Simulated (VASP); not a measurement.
# ZrB2 (P6/mmm) in VASP: further runs

Runs on ZrB2. Level: LDA. Tasks: single point.

All numbers are computed with VASP 6.6.1; they aren't measurements. Logs are shortened: lines on timing, memory, paths and dates and some standing lists are left out, and cuts for length are marked.

### 1 The cell of the first run

It takes space group P6/mmm (No. 191, hexagonal). Conventional cell: a = 3.133 Å, b = 3.133 Å, c = 3.663 Å, α = 90.00°, β = 90.00°, γ = 120.00°. Zr (site symmetry 6/mmm) has 12 B at 2.57 Å and 6 Zr at 3.13 Å within 3.4 Å. Within 2.4 Å of B (site symmetry -6m2) lie 3 B at 1.81 Å.

### 2 Single point, LDA

INCAR

```
SYSTEM = ZrB2
  PREC = Accurate
  ENCUT = 520
  EDIFF = 1E-6
  ISMEAR = 0
  SIGMA = 0.15
  LREAL = .FALSE.
  LASPH = .TRUE.
  NELM = 80
  ALGO = Normal
  ISIF = 2
  LWAVE = .FALSE.
  LCHARG = .FALSE.
  GGA = CA
  NBANDS = 16
```

KPOINTS

```
regular mesh
0
G
  15 15 12
  0 0 0
```

POSCAR

```
ZrB2
1.0
    3.1325412665      0.0000000000      0.0000000000
   -1.5662706333      2.7128603152      0.0000000000
    0.0000000000      0.0000000000      3.6633000000
Zr B
1 2
Direct
    0.0000000000      0.0000000000      0.0000000000
    0.3333333333      0.6666666667      0.5000000000
    0.6666666667      0.3333333333      0.5000000000
```

Potentials or basis: VASP PAW LDA potentials, release 64 (Zr_sv, B).

Launch:

```sh
$ cat potpaw_LDA.64/Zr_sv/POTCAR potpaw_LDA.64/B/POTCAR > POTCAR
$ mpirun -np 1 vasp_std > vasp.out
```

OUTCAR:

```text
SYSTEM = ZrB2
   PREC = Accurate
   ENCUT = 520
   EDIFF = 1E-6
   ISMEAR = 0
   LREAL = .FALSE.
   LASPH = .TRUE.
   NELM = 80
   ISIF = 2
   GGA = CA

 ion  position               nearest neighbor table
   1  0.000  0.000  0.000-   2 2.57   3 2.57   2 2.57   3 2.57   3 2.57   3 2.57   2 2.57   2 2.57
                             3 2.57   3 2.57   2 2.57   2 2.57
   2  0.333  0.667  0.500-   3 1.81   3 1.81   3 1.81   1 2.57   1 2.57   1 2.57   1 2.57   1 2.57
                             1 2.57
   3  0.667  0.333  0.500-   2 1.81   2 1.81   2 1.81   1 2.57   1 2.57   1 2.57   1 2.57   1 2.57
                             1 2.57

  LATTYP: Found a hexagonal cell.
 ALAT       =     3.1325412665
 C/A-ratio  =     1.1694339159

  Lattice vectors:

 A1 = (   3.1325412665,   0.0000000000,   0.0000000000)
 A2 = (  -1.5662706333,   2.7128603152,   0.0000000000)
 A3 = (   0.0000000000,   0.0000000000,   3.6633000000)

Analysis of symmetry for initial positions (statically):
=====================================================================
 Subroutine PRICEL returns:
 Original cell was already a primitive cell.

 Routine SETGRP: Setting up the symmetry group for a
 hexagonal supercell.

 Subroutine GETGRP returns: Found 24 space group operations
 (whereof 24 operations were pure point group operations)
 out of a pool of 24 trial point group operations.

The static configuration has the point symmetry D_6h.

Analysis of symmetry for dynamics (positions and initial velocities):
=====================================================================
 Subroutine PRICEL returns:
 Original cell was already a primitive cell.

 Routine SETGRP: Setting up the symmetry group for a
 hexagonal supercell.

 Subroutine GETGRP returns: Found 24 space group operations
 (whereof 24 operations were pure point group operations)
 out of a pool of 24 trial point group operations.

The dynamic configuration has the point symmetry D_6h.

 Subroutine INISYM returns: Found 24 space group operations
 (whereof 24 operations are pure point group operations),
 and found     1 'primitive' translations

----------------------------------------------------------------------------------------

                                     Primitive cell

  volume of cell :      31.1313

  direct lattice vectors                    reciprocal lattice vectors
     3.132541267  0.000000000  0.000000000     0.319229633  0.184307315  0.000000000
    -1.566270633  2.712860315  0.000000000     0.000000000  0.368614630  0.000000000
     0.000000000  0.000000000  3.663300000     0.000000000  0.000000000  0.272977916

  length of vectors
     3.132541267  3.132541267  3.663300000     0.368614630  0.368614630  0.272977916

  position of ions in fractional coordinates (direct lattice)
     0.000000000  0.000000000  0.000000000
     0.333333333  0.666666667  0.500000000
     0.666666667  0.333333333  0.500000000

  ion indices of the primitive-cell ions
   primitive index   ion index
                 1           1
                 2           2
                 3           3

----------------------------------------------------------------------------------------

 KPOINTS: regular mesh

Automatic generation of k-mesh.
 Grid dimensions read from file:
 generate k-points for:   15   15   12

 Generating k-lattice:

  Cartesian coordinates                     Fractional coordinates (reciprocal lattice)
     0.021281976  0.012287154  0.000000000     0.066666667  0.000000000  0.000000000
     0.000000000  0.024574309  0.000000000     0.000000000  0.066666667  0.000000000
     0.000000000  0.000000000  0.022748160     0.000000000  0.000000000  0.083333333

  Length of vectors
     0.024574309  0.024574309  0.022748160

  Shift w.r.t. Gamma in fractional coordinates (k-lattice)
     0.000000000  0.000000000  0.000000000

 Subroutine IBZKPT returns following result:
 ===========================================

 Found    189 irreducible k-points:

 Following reciprocal coordinates:
            Coordinates               Weight
  0.000000  0.000000  0.000000      1.000000
  0.066667  0.000000  0.000000      6.000000
  0.133333  0.000000  0.000000      6.000000
  0.200000  0.000000  0.000000      6.000000
  0.266667  0.000000  0.000000      6.000000
  0.333333  0.000000  0.000000      6.000000
[... 16 lines left out ...]
  0.333333  0.200000  0.000000     12.000000
  0.400000  0.200000  0.000000      6.000000
 [... further k-points ...]
   k-points           NKPTS =    189   k-points in BZ     NKDIM =    189   number of bands    NBANDS=     16
   number of dos      NEDOS =    301   number of ions     NIONS =      3
   total plane-waves  NPLWV =  16128
   dimension x,y,z NGX =    24 NGY =   24 NGZ =   28
   dimension x,y,z NGXF=    48 NGYF=   48 NGZF=   56
   ions per type =               1   2
   NGX,Y,Z   is equivalent  to a cutoff of  12.74, 12.74, 12.71 a.u.
   NGXF,Y,Z  is equivalent  to a cutoff of  25.47, 25.47, 25.41 a.u.
 SYSTEM =  ZrB2
   PREC   = accura    normal or accurate (medium, high low for compatibility)
   ISTART =      0    job   : 0-new  1-cont  2-samecut
   ICHARG =      2    charge: 1-file 2-atom 10-const
   ISPIN  =      1    spin polarized calculation?
   LNONCOLLINEAR =      F non collinear calculations
   LSORBIT =      F    spin-orbit coupling
   LASPH  =      T    aspherical Exc in radial PAW
   ENCUT  =  520.0 eV  38.22 Ry    6.18 a.u.   5.82  5.82  6.81*2*pi/ulx,y,z
   NELM   =     80;   NELMIN=  2; NELMDL= -5     # of ELM steps
   EDIFF  = 0.1E-05   stopping-criterion for ELM
   LREAL  =      F    real-space projection
   EDIFFG = 0.1E-04   stopping-criterion for IOM
   NSW    =      0    number of steps for IOM
   IBRION =     -1    ionic relax: 0-MD 1-quasi-New 2-CG
   NFREE  =      0    steps in history (QN), initial steepest desc. (CG)
   ISIF   =      2    stress and relaxation
   ISYM   =      2    0-nonsym 1-usesym 2-fastsym
   POTIM  = 0.5000    time-step for ionic-motion
   TEBEG  =    0.0;   TEEND  =   0.0 temperature during run
   PSTRESS=    0.0 pullay stress
   NELECT =      18.0000    total number of electrons
   NUPDOWN=      -1.0000    fix difference up-down
   EMIN   =  10.00;   EMAX   =-10.00  energy-range for DOS
   EFERMI =   0.00;   METHOD = LEGACY
   ISMEAR =     0;   SIGMA  =   0.15  broadening in eV -4-tet -1-fermi 0-gaus
   EFERMI_NEDOS =   21; number of points for ismear=-14 and -15
   IALGO  =     38    algorithm
   IMIX   =      4    mixing-type and parameters
     AMIX     =   0.40;   BMIX     =  1.00
     AMIX_MAG =   1.60;   BMIX_MAG =  1.00
  volume/ion in A,a.u.               =      10.38        70.03
  Fermi-wavevector in a.u.,A,eV,Ry     =   1.363850  2.577304 25.308035  1.860088
  Thomas-Fermi vector in A             =   2.490217
   LORBIT       =      0    0 simple, 1 ext, 2 COOP (PROOUT), +10 PAW based schemes
   GGA     = CA    functional components
   LHFCALC =     F    Hartree Fock is set to
   AEXX    =    0.0000 exact exchange contribution
   IVDW    =     0    specifies the selected vdW correction
   LEPSILON=     F    determine dielectric tensor
   LRPA    =     F    only Hartree local field effects (RPA)
 non-spin polarized calculation
 Gauss-broadening in eV      SIGMA  =   0.15
  energy-cutoff  :      520.00
  volume of cell :       31.13
 maximum number of plane-waves:       854
 NGX is ok and might be reduce to    24
   NGX = 11   NGY = 11   NGZ = 13

 number of electron      18.0000000 magnetization

 Free energy of the ion-electron system (eV)
  ---------------------------------------------------
  ext. energy  EPLUGINS =         0.00000000
  ---------------------------------------------------
  free energy    TOTEN  =       -27.38921597 eV

  energy without entropy =      -27.38684459  energy(sigma->0) =      -27.38803028

 E-fermi :  10.2609     XC(G=0): -12.5231

 val. band max:       10.2516146307   @ k =   0.0667   0.0667   0.5000
 cond. band min:      10.3568228044   @ k =   0.0667   0.0667   0.4167
 fundamental gap:      0.1052081737
 Fermi energy:        10.2608793664

 k-point     1 :       0.0000    0.0000    0.0000
  band No.  band energies     occupation
      1     -38.1541      2.00000
      2     -16.5156      2.00000
      3     -15.8676      2.00000
      4     -15.8676      2.00000
      5      -2.2463      2.00000
      6       7.5931      2.00000
[... 8 lines left out ...]
     15      15.7779      0.00000
     16      15.9282      0.00000

 k-point     2 :       0.0667    0.0000    0.0000
  band No.  band energies     occupation
      1     -38.1484      2.00000
      2     -16.5074      2.00000
      3     -15.9152      2.00000
      4     -15.8779      2.00000
      5      -2.1577      2.00000
      6       7.5618      2.00000
[... 8 lines left out ...]
     15      16.2887      0.00000
     16      16.2980      0.00000

 k-point     3 :       0.1333    0.0000    0.0000
  band No.  band energies     occupation
      1     -38.1322      2.00000
      2     -16.4841      2.00000
      3     -16.0479      2.00000
      4     -15.9069      2.00000
      5      -1.8984      2.00000
      6       7.0852      2.00000
[... 8 lines left out ...]
     15      17.2647      0.00000
     16      17.3524      0.00000

 k-point     4 :       0.2000    0.0000    0.0000
  band No.  band energies     occupation
      1     -38.1082      2.00000
      2     -16.4496      2.00000
      3     -16.2384      2.00000
      4     -15.9493      2.00000
      5      -1.4854      2.00000
      6       6.1837      2.00000
[... 8 lines left out ...]
     15      17.1028      0.00000
     16      18.5826      0.00000
[... 324 lines left out ...]
 k-point    22 :       0.2667    0.2000    0.0000
  band No.  band energies     occupation
      1     -38.0275      2.00000
      2     -16.6924      2.00000
      3     -16.3333      2.00000
      4     -16.2446      2.00000
      5       0.5780      2.00000
      6       3.9188      2.00000
[... 8 lines left out ...]
     15      18.0708      0.00000
     16      20.2360      0.00000

 k-point    23 :       0.3333    0.2000    0.0000
  band No.  band energies     occupation
      1     -38.0140      2.00000
      2     -16.7492      2.00000
      3     -16.3138      2.00000
      4     -16.3091      2.00000
      5       1.3649      2.00000
      6       3.0984      2.00000
[... 8 lines left out ...]
     15      19.0885      0.00000
     16      20.1877      0.00000

 k-point    24 :       0.4000    0.2000    0.0000
  band No.  band energies     occupation
      1     -38.0093      2.00000
      2     -16.7683      2.00000
      3     -16.3327      2.00000
      4     -16.3069      2.00000
      5       2.1577      2.00000
      6       2.2824      2.00000
[... 8 lines left out ...]
     15      19.7256      0.00000
     16      19.9936      0.00000

 [... further k-points ...]
[... 5 lines left out ...]
  --------------------------------------------------------------------------------------
  -------------------------------------------------------------------------------------
  Total       -1.0156825     -1.0156825     -3.9296700      0.0000000     -0.0000000      0.0000000
  in kB      -52.2723268    -52.2723268   -202.2413444      0.0000000     -0.0000000      0.0000000
  external PRESSURE =    -102.2619993 kB  Pullay stress =       0.0000000 kB

 VOLUME and BASIS-vectors are now :
 -----------------------------------------------------------------------------
  energy-cutoff  :      520.00
  volume of cell :       31.13
      direct lattice vectors                 reciprocal lattice vectors
     3.132541267  0.000000000  0.000000000     0.319229633  0.184307315  0.000000000
    -1.566270633  2.712860315  0.000000000     0.000000000  0.368614630  0.000000000
     0.000000000  0.000000000  3.663300000     0.000000000  0.000000000  0.272977916

 POSITION                                       TOTAL-FORCE (eV/Angst)
 -----------------------------------------------------------------------------------
      0.00000      0.00000      0.00000         0.000000      0.000000     -0.000000
     -0.00000      1.80857      1.83165         0.000000      0.000000      0.000000
      1.56627      0.90429      1.83165        -0.000000      0.000000     -0.000000
 -----------------------------------------------------------------------------------
    total drift:                               -0.000000      0.000000      0.000000

  FREE ENERGIE OF THE ION-ELECTRON SYSTEM (eV)
  ---------------------------------------------------
  free  energy   TOTEN  =       -27.3892159695 eV

  energy  without entropy=      -27.3868445903  energy(sigma->0) =      -27.38803028
```

Wall time 56 s (1 thread of Intel Xeon 6975P-C (Granite Rapids), shared host); peak memory 0.2 GiB.

What came out:

- Free energy: -27.3892 eV
- Pressure: -10.2 GPa
- Band gap on the k mesh: zero (band 9 reaches 11.12 eV, above the bottom of band 10 at 10.03 eV)

Levels at points of the mesh, in eV from the Fermi level:
| k point | band 6 | band 7 | band 8 | band 9 | band 10 | band 11 | band 12 | band 13 |
| --- | --- | --- | --- | --- | --- | --- | --- | --- |
| (0.00, 0.00, 0.00) | -2.67 | -2.61 | -2.22 | -2.22 | 3.41 | 3.41 | 3.76 | 3.76 |
| (0.00, 0.00, 0.50) | -6.86 | -0.69 | -0.69 | 0.81 | 0.81 | 0.81 | 0.81 | 1.05 |

### 3 Single point, LDA

This run uses another cell than the first one, of 10.42 Å³/atom, 1.004 times its volume.

INCAR

```
SYSTEM = ZrB2
PREC = Accurate
ENCUT = 520
EDIFF = 1E-6
ISMEAR = 0
SIGMA = 0.15
LREAL = .FALSE.
LASPH = .TRUE.
NELM = 60
ALGO = Normal
ISIF = 2
LWAVE = .FALSE.
LCHARG = .TRUE.
LELF = .TRUE.
LVHAR = .TRUE.
NBANDS = 16
```

KPOINTS

```
Automatic mesh
0
G
  15 15 12
  0 0 0
```

POSCAR

```
ZrB2
1.0
    3.1639000000      0.0000000000      0.0000000000
   -1.5819500000      2.7400177750      0.0000000000
    0.0000000000      0.0000000000      3.6052000000
Zr B
1 2
Direct
    0.0000000000      0.0000000000      0.0000000000
    0.3333333333      0.6666666667      0.5000000000
    0.6666666667      0.3333333333      0.5000000000
```

Potentials or basis: VASP PAW LDA potentials, release 64 (Zr_sv, B).

Launch:

```sh
$ cat potpaw_LDA.64/Zr_sv/POTCAR potpaw_LDA.64/B/POTCAR > POTCAR
$ mpirun -np 1 vasp_std > vasp.out
```

It took 58 s on 1 thread of Intel Xeon 6975P-C (Granite Rapids), shared host; peak memory 0.2 GiB.

The run converged. Its results:

```
Free energy            : -27.4167 eV
Pressure               : -11.6 GPa
Band gap on the k mesh : zero (band 9 reaches 10.89 eV, above the bottom of band 10 at 10.02 eV)
```

Stress tensor (GPa, compression positive):
```
 -9.51   0.00   0.00
  0.00  -9.51   0.00
  0.00   0.00 -15.81
```

Levels at points of the mesh, in eV from the Fermi level:
| k point | band 6 | band 7 | band 8 | band 9 | band 10 | band 11 | band 12 | band 13 |
| --- | --- | --- | --- | --- | --- | --- | --- | --- |
| (0.00, 0.00, 0.00) | -2.59 | -2.44 | -2.41 | -2.41 | 3.34 | 3.34 | 3.92 | 3.92 |
| (0.00, 0.00, 0.50) | -6.85 | -0.82 | -0.82 | 0.54 | 0.54 | 0.78 | 0.78 | 1.43 |
